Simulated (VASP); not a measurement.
# MgS (P6_3mc) in VASP: a series of runs

The runs below take MgS through single point, with LDA, PBE, r2SCAN.

Program: VASP 6.6.1. These are calculated values, not measurements. Logs are shortened: lines on timing, memory, paths and dates and some standing lists are left out, and cuts for length are marked.

**1. The cell of the first run**

It takes space group P6_3mc (No. 186, hexagonal). Conventional cell: a = 4.029 Å, b = 4.029 Å, c = 6.454 Å, α = 90.00°, β = 90.00°, γ = 120.00°. Within 3.2 Å of Mg (site symmetry 3m) lie 4 S at 2.45 to 2.46 Å. Within 3.2 Å of S (site symmetry 3m) lie 4 Mg at 2.45 to 2.46 Å.

**2. Single point, LDA**

Input file INCAR:

```
SYSTEM = MgS
PREC = Accurate
ENCUT = 520
EDIFF = 1E-6
ISMEAR = 0
SIGMA = 0.01
LREAL = .False.
LASPH = .True.
NELM = 100
ALGO = Normal
ISIF = 2
LWAVE = .False.
LCHARG = .False.
GGA = CA
NBANDS = 16
```

Input file KPOINTS:

```
regular mesh
0
Gamma
  6 6 2
  0 0 0
```

Input file POSCAR:

```
MgS
1.0
    4.0286647932      0.0000000000      0.0000000000
   -2.0143323966      3.4889260542      0.0000000000
    0.0000000000      0.0000000000      6.4542161851
Mg S
2 2
Direct
    0.6666666667      0.3333333333      0.4971196678
    0.3333333333      0.6666666667      0.9971196678
    0.3333333333      0.6666666667      0.3778793322
    0.6666666667      0.3333333333      0.8778793322
```

Potentials or basis: VASP PAW LDA potentials, release 64 (Mg, S).

Launch:

```sh
$ cat potpaw_LDA.64/Mg/POTCAR potpaw_LDA.64/S/POTCAR > POTCAR
$ mpirun -np 1 vasp_std > vasp.out
```

OUTCAR:

```text
SYSTEM = MgS
   PREC = Accurate
   ENCUT = 520
   EDIFF = 1E-6
   ISMEAR = 0
   LREAL = .False.
   LASPH = .True.
   NELM = 100
   ISIF = 2
   GGA = CA

 ion  position               nearest neighbor table
   1  0.667  0.333  0.497-   3 2.45   3 2.45   3 2.45   4 2.46
   2  0.333  0.667  0.997-   4 2.45   4 2.45   4 2.45   3 2.46
   3  0.333  0.667  0.378-   1 2.45   1 2.45   1 2.45   2 2.46
   4  0.667  0.333  0.878-   2 2.45   2 2.45   2 2.45   1 2.46

  LATTYP: Found a hexagonal cell.
 ALAT       =     4.0286647932
 C/A-ratio  =     1.6020732715

  Lattice vectors:

 A1 = (   4.0286647932,   0.0000000000,   0.0000000000)
 A2 = (  -2.0143323966,   3.4889260542,   0.0000000000)
 A3 = (   0.0000000000,   0.0000000000,   6.4542161851)

Analysis of symmetry for initial positions (statically):
=====================================================================
 Subroutine PRICEL returns:
 Original cell was already a primitive cell.

 Routine SETGRP: Setting up the symmetry group for a
 hexagonal supercell.

 Subroutine GETGRP returns: Found 12 space group operations
 (whereof  6 operations were pure point group operations)
 out of a pool of 24 trial point group operations.

The static configuration has the point symmetry C_3v.
 The point group associated with its full space group is C_6v.

Analysis of symmetry for dynamics (positions and initial velocities):
=====================================================================
 Subroutine PRICEL returns:
 Original cell was already a primitive cell.

 Routine SETGRP: Setting up the symmetry group for a
 hexagonal supercell.

 Subroutine GETGRP returns: Found 12 space group operations
 (whereof  6 operations were pure point group operations)
 out of a pool of 24 trial point group operations.

The dynamic configuration has the point symmetry C_3v.
 The point group associated with its full space group is C_6v.

 Subroutine INISYM returns: Found 12 space group operations
 (whereof  6 operations are pure point group operations),
 and found     1 'primitive' translations

----------------------------------------------------------------------------------------

                                     Primitive cell

  volume of cell :      90.7186

  direct lattice vectors                    reciprocal lattice vectors
     4.028664793  0.000000000  0.000000000     0.248221198  0.143310575  0.000000000
    -2.014332397  3.488926054  0.000000000     0.000000000  0.286621151  0.000000000
     0.000000000  0.000000000  6.454216185     0.000000000  0.000000000  0.154937481

  length of vectors
     4.028664793  4.028664793  6.454216185     0.286621151  0.286621151  0.154937481

  position of ions in fractional coordinates (direct lattice)
     0.666666667  0.333333333  0.497119668
     0.333333333  0.666666667  0.997119668
     0.333333333  0.666666667  0.377879332
     0.666666667  0.333333333  0.877879332

  ion indices of the primitive-cell ions
   primitive index   ion index
                 1           1
                 2           2
                 3           3
                 4           4

----------------------------------------------------------------------------------------

 KPOINTS: regular mesh

Automatic generation of k-mesh.
 Grid dimensions read from file:
 generate k-points for:    6    6    2

 Generating k-lattice:

  Cartesian coordinates                     Fractional coordinates (reciprocal lattice)
     0.041370200  0.023885096  0.000000000     0.166666667  0.000000000  0.000000000
     0.000000000  0.047770192  0.000000000     0.000000000  0.166666667  0.000000000
     0.000000000  0.000000000  0.077468741     0.000000000  0.000000000  0.500000000

  Length of vectors
     0.047770192  0.047770192  0.077468741

  Shift w.r.t. Gamma in fractional coordinates (k-lattice)
     0.000000000  0.000000000  0.000000000

 Subroutine IBZKPT returns following result:
 ===========================================

 Found     14 irreducible k-points:

 Following reciprocal coordinates:
            Coordinates               Weight
  0.000000  0.000000  0.000000      1.000000
  0.166667  0.000000  0.000000      6.000000
  0.333333  0.000000  0.000000      6.000000
  0.500000  0.000000  0.000000      3.000000
  0.166667  0.166667  0.000000      6.000000
  0.333333  0.166667  0.000000     12.000000
  0.333333  0.333333  0.000000      2.000000
  0.000000  0.000000  0.500000      1.000000
  0.166667  0.000000  0.500000      6.000000
  0.333333  0.000000  0.500000      6.000000
  0.500000  0.000000  0.500000      3.000000
  0.166667  0.166667  0.500000      6.000000
  0.333333  0.166667  0.500000     12.000000
  0.333333  0.333333  0.500000      2.000000
   k-points           NKPTS =     14   k-points in BZ     NKDIM =     14   number of bands    NBANDS=     16
   number of dos      NEDOS =    301   number of ions     NIONS =      4
   total plane-waves  NPLWV =  43200
[... 117 lines left out ...]
     16      11.8350      0.00000

 k-point     5 :       0.1667    0.1667    0.0000
  band No.  band energies     occupation
      1      -9.9836      2.00000
      2      -9.4548      2.00000
      3      -1.6884      2.00000
      4      -0.9661      2.00000
      5      -0.9540      2.00000
      6      -0.0550      2.00000
[... 8 lines left out ...]
     15       9.7813      0.00000
     16      10.0624      0.00000

 k-point     6 :       0.3333    0.1667    0.0000
  band No.  band energies     occupation
      1      -9.6775      2.00000
      2      -9.4119      2.00000
      3      -1.7879      2.00000
      4      -1.3662      2.00000
      5      -0.9491      2.00000
      6      -0.6163      2.00000
[... 8 lines left out ...]
     15       9.7068      0.00000
     16      11.1427      0.00000

 k-point     7 :       0.3333    0.3333    0.0000
  band No.  band energies     occupation
      1      -9.4844      2.00000
      2      -9.4844      2.00000
      3      -1.5132      2.00000
      4      -1.3289      2.00000
      5      -1.3289      2.00000
      6      -0.3719      2.00000
[... 8 lines left out ...]
     15      10.3073      0.00000
     16      11.0361      0.00000

 k-point     8 :       0.0000    0.0000    0.5000
  band No.  band energies     occupation
      1     -10.0133      2.00000
      2     -10.0133      2.00000
      3      -0.9707      2.00000
      4      -0.9707      2.00000
      5       0.6620      2.00000
      6       0.6620      2.00000
[... 8 lines left out ...]
     15       8.4885      0.00000
     16       8.4885      0.00000

 k-point     9 :       0.1667    0.0000    0.5000
  band No.  band energies     occupation
      1      -9.9052      2.00000
      2      -9.9052      2.00000
      3      -1.1091      2.00000
      4      -1.1091      2.00000
      5       0.2297      2.00000
      6       0.2297      2.00000
[... 8 lines left out ...]
     15       9.0581      0.00000
     16       9.0581      0.00000

 k-point    10 :       0.3333    0.0000    0.5000
  band No.  band energies     occupation
      1      -9.6698      2.00000
      2      -9.6698      2.00000
      3      -1.7683      2.00000
      4      -1.7683      2.00000
      5       0.0893      2.00000
      6       0.0893      2.00000
[... 8 lines left out ...]
     15       9.9507      0.00000
     16       9.9507      0.00000

 k-point    11 :       0.5000    0.0000    0.5000
  band No.  band energies     occupation
      1      -9.5405      2.00000
      2      -9.5405      2.00000
      3      -2.1640      2.00000
      4      -2.1640      2.00000
      5       0.1231      2.00000
      6       0.1231      2.00000
[... 8 lines left out ...]
     15      10.1778      0.00000
     16      10.1778      0.00000

 k-point    12 :       0.1667    0.1667    0.5000
  band No.  band energies     occupation
      1      -9.7318      2.00000
      2      -9.7318      2.00000
      3      -1.5054      2.00000
      4      -1.5054      2.00000
      5      -0.0341      2.00000
      6      -0.0341      2.00000
[... 8 lines left out ...]
     15       9.7457      0.00000
     16       9.7457      0.00000

 k-point    13 :       0.3333    0.1667    0.5000
  band No.  band energies     occupation
      1      -9.5427      2.00000
      2      -9.5427      2.00000
      3      -1.9591      2.00000
      4      -1.9591      2.00000
      5      -0.4506      2.00000
      6      -0.4506      2.00000
[... 8 lines left out ...]
     15      10.2173      0.00000
     16      10.2173      0.00000

 k-point    14 :       0.3333    0.3333    0.5000
  band No.  band energies     occupation
      1      -9.4776      2.00000
      2      -9.4776      2.00000
      3      -1.8407      2.00000
      4      -1.8407      2.00000
      5      -1.0254      2.00000
      6      -1.0254      2.00000
[... 8 lines left out ...]
     15      10.1619      0.00000
     16      10.1619      0.00000

------------------------ aborting loop because EDIFF is reached ----------------------------------------

  FORCE on cell =-STRESS in cart. coord.  units (eV):
  Direction    XX          YY          ZZ          XY          YZ          ZX
  --------------------------------------------------------------------------------------
  -------------------------------------------------------------------------------------
  Total       -1.3629863     -1.3629863     -1.3684901      0.0000000      0.0000000      0.0000000
  in kB      -24.0716394    -24.0716394    -24.1688419      0.0000000      0.0000000      0.0000000
  external PRESSURE =     -24.1040402 kB  Pullay stress =       0.0000000 kB

 VOLUME and BASIS-vectors are now :
 -----------------------------------------------------------------------------
  energy-cutoff  :      520.00
  volume of cell :       90.72
      direct lattice vectors                 reciprocal lattice vectors
     4.028664793  0.000000000  0.000000000     0.248221198  0.143310575  0.000000000
    -2.014332397  3.488926054  0.000000000     0.000000000  0.286621151  0.000000000
     0.000000000  0.000000000  6.454216185     0.000000000  0.000000000  0.154937481

 POSITION                                       TOTAL-FORCE (eV/Angst)
 -----------------------------------------------------------------------------------
      2.01433      1.16298      3.20852        -0.000000     -0.000000      0.003322
     -0.00000      2.32595      6.43563        -0.000000     -0.000000      0.003322
     -0.00000      2.32595      2.43891         0.000000     -0.000000     -0.003322
      2.01433      1.16298      5.66602        -0.000000      0.000000     -0.003322
 -----------------------------------------------------------------------------------
    total drift:                               -0.000000      0.000000      0.000312

  FREE ENERGIE OF THE ION-ELECTRON SYSTEM (eV)
  ---------------------------------------------------
  free  energy   TOTEN  =       -18.7939667066 eV

  energy  without entropy=      -18.7939667066  energy(sigma->0) =      -18.79396671
```

It took 17 s on 1 thread of Intel Xeon Platinum 8259CL at 2.50GHz (Skylake/Cascade Lake), shared host; peak memory 0.17 GiB.

What came out:

```
Free energy            : -18.7940 eV
Pressure               : -2.4 GPa
Largest force          : 0.003 eV/Å
Band gap on the k mesh : 3.19 eV
```

Forces on the atoms (eV/Å):
```
Mg   0.000  0.000  0.003
Mg   0.000  0.000  0.003
S    0.000  0.000 -0.003
S    0.000  0.000 -0.003
```

Levels at points of the mesh, in eV from the valence-band top:
```csv
k point,band 4,band 5,band 6,band 7,band 8,band 9,band 10,band 11,band 12,band 13
"(0.00, 0.00, 0.00)",-0.53,-0.53,-0.11,-0.11,0.00,3.19,4.49,7.34,7.34,8.03
"(0.50, 0.00, 0.00)",-2.48,-1.91,-1.22,-0.95,-0.44,4.54,5.00,5.59,7.34,8.10
"(0.00, 0.00, 0.50)",-1.96,-0.33,-0.33,-0.33,-0.33,4.70,4.70,7.41,7.41,7.50
"(0.50, 0.00, 0.50)",-3.16,-0.87,-0.87,-0.81,-0.81,4.43,4.43,6.12,6.12,9.07
```

Caveat: the k points lie up to 0.49 Å⁻¹ apart.

**3. Single point, PBE**

Input file INCAR:

```
SYSTEM = MgS
PREC     = Accurate       ! precision mode
ENCUT    = 520            ! plane-wave cutoff, eV
EDIFF    = 1E-6           ! SCF threshold, eV
ISMEAR   = 0              ! smearing method
SIGMA    = 0.01           ! smearing width, eV
LREAL    = .FALSE.        ! projectors in reciprocal space
LASPH    = .TRUE.         ! aspherical terms in the spheres
NELM     = 60             ! most SCF steps
ALGO     = Normal         ! electronic algorithm
ISIF     = 2              ! what is computed and relaxed
LWAVE    = .FALSE.        ! write WAVECAR
LCHARG   = .TRUE.         ! write CHGCAR
GGA      = PE             ! functional
LELF     = .TRUE.         ! ELF
LVHAR    = .TRUE.       
NBANDS   = 16             ! bands
```

Input file KPOINTS:

```
regular mesh
0
G
  6 6 2
  0 0 0
```

POSCAR is that of step 2.

Potentials or basis: VASP PAW PBE potentials, release 64 (Mg, S).

Launch:

```sh
$ cat potpaw_PBE.64/Mg/POTCAR potpaw_PBE.64/S/POTCAR > POTCAR
$ mpirun -np 1 vasp_std > vasp.out
```

Run time: 24 s. Hardware: 1 thread of Intel Xeon Platinum 8259CL at 2.50GHz (Skylake/Cascade Lake), shared host; peak memory 0.2 GiB.

It converged, with:

| Item | Value |
| --- | --- |
| Free energy | -16.9752 eV |
| Pressure | 0.9 GPa |
| Band gap on the k mesh | 3.46 eV |

Forces in eV/Å, atoms in the order of the input:
```
Mg   0.000  0.000 -0.003
Mg   0.000  0.000 -0.003
S    0.000  0.000  0.003
S    0.000  0.000  0.003
```

Levels at points of the mesh, in eV from the valence-band top:
```
           k point  band 5  band 6  band 7  band 8  band 9  band 10  band 11  band 12
(0.00, 0.00, 0.00)   -0.52   -0.11   -0.11    0.00    3.46     4.73     7.54     7.54
(0.50, 0.00, 0.00)   -1.86   -1.19   -0.91   -0.43    4.77     5.22     5.82     7.52
(0.00, 0.00, 0.50)   -0.32   -0.32   -0.32   -0.32    4.94     4.94     7.62     7.62
(0.50, 0.00, 0.50)   -0.85   -0.85   -0.79   -0.79    4.67     4.67     6.32     6.32
```

Caveat: the k points lie up to 0.49 Å⁻¹ apart.

**4. Single point, r2SCAN**

POSCAR is that of step 3.

Input file INCAR.step1:

```
ALGO = Normal
EDIFF = 1E-4
ENCUT = 520
GGA = PE
ISMEAR = 0
LASPH = True
LCHARG = False
LREAL = False
LWAVE = True
NBANDS = 16
NELM = 60
PREC = Accurate
SIGMA = 0.01
```

Input file INCAR.step2:

```
ALGO = Normal
EDIFF = 1E-6
ENCUT = 520
ISIF = 2
ISMEAR = 0
ISTART = 1
LASPH = True
LCHARG = True
LELF = True
LMIXTAU = True
LREAL = False
LVHAR = True
LWAVE = False
METAGGA = R2SCAN
NBANDS = 16
NELM = 60
PREC = Accurate
SIGMA = 0.01
```

Input file KPOINTS:

```
k-points
0
Gamma
  6 6 2
```

Launch:

```sh
$ cat potpaw_PBE.64/Mg/POTCAR potpaw_PBE.64/S/POTCAR > POTCAR
$ cp INCAR.step1 INCAR
$ mpirun -np 1 vasp_std > vasp.out
$ cp INCAR.step2 INCAR
$ mpirun -np 1 vasp_std > vasp.out
```

Wall time 1.7 min (1 thread of Intel Xeon Platinum 8259CL at 2.50GHz (Skylake/Cascade Lake), shared host); peak memory 0.22 GiB.

Results (log left out):

- Free energy: -30.9353 eV
- Pressure: -0.3 GPa
- Largest force: 0.004 eV/Å
- Band gap on the k mesh: 4.13 eV

Forces on the atoms (eV/Å):
```
Mg   0.000  0.000  0.004
Mg   0.000  0.000  0.004
S    0.000  0.000 -0.004
S    0.000  0.000 -0.004
```

Levels at points of the mesh, in eV from the valence-band top:
| k point | band 6 | band 7 | band 8 | band 9 | band 10 | band 11 |
| --- | --- | --- | --- | --- | --- | --- |
| (0.00, 0.00, 0.00) | -0.12 | -0.12 | 0.00 | 4.13 | 5.41 | 8.14 |
| (0.50, 0.00, 0.00) | -1.22 | -0.92 | -0.44 | 5.30 | 5.70 | 6.46 |
| (0.00, 0.00, 0.50) | -0.33 | -0.33 | -0.33 | 5.61 | 5.61 | 8.28 |
| (0.50, 0.00, 0.50) | -0.87 | -0.80 | -0.80 | 5.19 | 5.19 | 6.93 |

Caveat: the k points lie up to 0.49 Å⁻¹ apart; the PAW data sets were made with another functional, which shifts forces and pressure a little.

**5. Single point, r2SCAN**

POSCAR is that of step 4.

Input file INCAR.step1:

```
SYSTEM = MgS
PREC = Accurate ; ENCUT = 520
ISMEAR = 0 ; SIGMA = 0.01
LREAL = .FALSE. ; LASPH = .TRUE.
NELM = 80 ; NBANDS = 16
GGA = PE ; ALGO = Normal
EDIFF = 1E-4 ; LWAVE = .TRUE.
LCHARG = .FALSE.
```

Input file INCAR.step2:

```
SYSTEM = MgS
PREC = Accurate ; ENCUT = 520
EDIFF = 1E-6 ; ISMEAR = 0
SIGMA = 0.01 ; LREAL = .FALSE.
LASPH = .TRUE. ; NELM = 80
ALGO = Normal ; ISIF = 2
LWAVE = .FALSE. ; LCHARG = .FALSE.
METAGGA = R2SCAN ; LMIXTAU = .TRUE.
NBANDS = 16 ; ISTART = 1
```

Input file KPOINTS:

```
Automatic mesh
0
G
  6 6 2
  0 0 0
```

Launch:

```sh
$ cat potpaw_PBE.64/Mg/POTCAR potpaw_PBE.64/S/POTCAR > POTCAR
$ cp INCAR.step1 INCAR
$ mpirun -np 1 vasp_std > vasp.out
$ cp INCAR.step2 INCAR
$ mpirun -np 1 vasp_std > vasp.out
```

Wall time 1.8 min (1 thread of Intel Xeon Platinum 8259CL at 2.50GHz (Skylake/Cascade Lake), shared host); peak memory 0.22 GiB.

It converged, with:

| Property | Result |
| --- | --- |
| Free energy | -30.9353 eV |
| Pressure | -0.3 GPa |
| Largest force | 0.004 eV/Å |
| Band gap on the k mesh | 4.13 eV |

Forces in eV/Å, atoms in the order of the input:
```
Mg   0.000  0.000  0.004
Mg   0.000  0.000  0.004
S    0.000  0.000 -0.004
S    0.000  0.000 -0.004
```

Levels at points of the mesh, in eV from the valence-band top:
| k point | band 5 | band 6 | band 7 | band 8 | band 9 | band 10 | band 11 | band 12 |
| --- | --- | --- | --- | --- | --- | --- | --- | --- |
| (0.00, 0.00, 0.00) | -0.54 | -0.12 | -0.12 | 0.00 | 4.13 | 5.41 | 8.14 | 8.14 |
| (0.50, 0.00, 0.00) | -1.87 | -1.22 | -0.92 | -0.44 | 5.30 | 5.70 | 6.46 | 8.09 |
| (0.00, 0.00, 0.50) | -0.33 | -0.33 | -0.33 | -0.33 | 5.61 | 5.61 | 8.28 | 8.28 |
| (0.50, 0.00, 0.50) | -0.87 | -0.87 | -0.80 | -0.80 | 5.19 | 5.19 | 6.93 | 6.93 |

Caveat: the k points lie up to 0.49 Å⁻¹ apart; the PAW data sets were made with another functional, which shifts forces and pressure a little.

**6. The runs side by side**

| level | potentials or basis | gap on the mesh (eV) | pressure (GPa) |
| --- | --- | --- | --- |
| LDA | VASP PAW LDA potentials, release 64 (Mg, S) | 3.19 | -2.4 |
| PBE | VASP PAW PBE potentials, release 64 (Mg, S) | 3.46 | 0.9 |
| r2SCAN | VASP PAW PBE potentials, release 64 (Mg, S) | 4.13 | -0.3 |

Alike in all rows: task single point; no spin polarisation; cell as given; k mesh 6 × 6 × 2; cutoff (eV) 520; smearing gaussian 0.01 eV.

Caveats: all runs use coarse meshes; the PAW data sets were made with another functional, which shifts forces and pressure a little (at least some runs).

Absolute energies hang on the potentials; compare differences alone.
